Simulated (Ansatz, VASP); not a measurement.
## SnO2: VASP beside Ansatz

```
CELL_PARAMETERS angstrom
3.27633 1.89159 4.23979
-3.27633 1.89159 4.23979
0.00000 -3.78318 4.23979
ATOMIC_POSITIONS crystal
Sn 0.86468 0.86468 0.86468
Sn 0.36482 0.36482 0.86482
Sn 0.36482 0.86482 0.36482
Sn 0.86482 0.36482 0.36482
O 0.12350 0.62335 0.62335
O 0.62335 0.12350 0.62335
O 0.62335 0.62335 0.12350
O 0.60621 0.60621 0.60621
O 0.12347 0.12347 0.12347
O 0.10609 0.10609 0.60624
O 0.10609 0.60624 0.10609
O 0.60624 0.10609 0.10609
```

Alike in both runs: task single point; functional PBEsol; k mesh 6 × 6 × 6; occupations gaussian, width 0.05 eV; no spin polarisation.

|  | VASP | Ansatz |
| --- | --- | --- |
| version | VASP 6.6.1 | Ansatz 0.2.0 |
| potentials or method | VASP PAW PBE potentials, release 64 (Sn_d, O), cutoff 520 eV | scalar-relativistic, plane waves, PAW |
| valence electrons in the cell | 104 | 104 |

VASP gave:

| Quantity | Value |
| --- | --- |
| gap on the k mesh at the Fermi level (eV) | 1.34 |
| least direct gap on the mesh (eV) | 1.34 |
| pressure (GPa) | -3.2 |
| traceless stress, the component that is largest in VASP (GPa) | 3.49 |
| rms of the force components (eV/Å) | 0.066 |

Question: Which values does Ansatz return?

Answer: gap on the k mesh at the Fermi level (eV): 1.35; least direct gap on the mesh (eV): 1.36; pressure (GPa): -3.9; traceless stress, the component that is largest in VASP (GPa): 3.99; rms of the force components (eV/Å): 0.041.

VASP's potentials were made for PBE, not for PBEsol, and Ansatz warns of the same on its side. Atom by atom the forces differ by 0.025 eV/Å (rms over components).
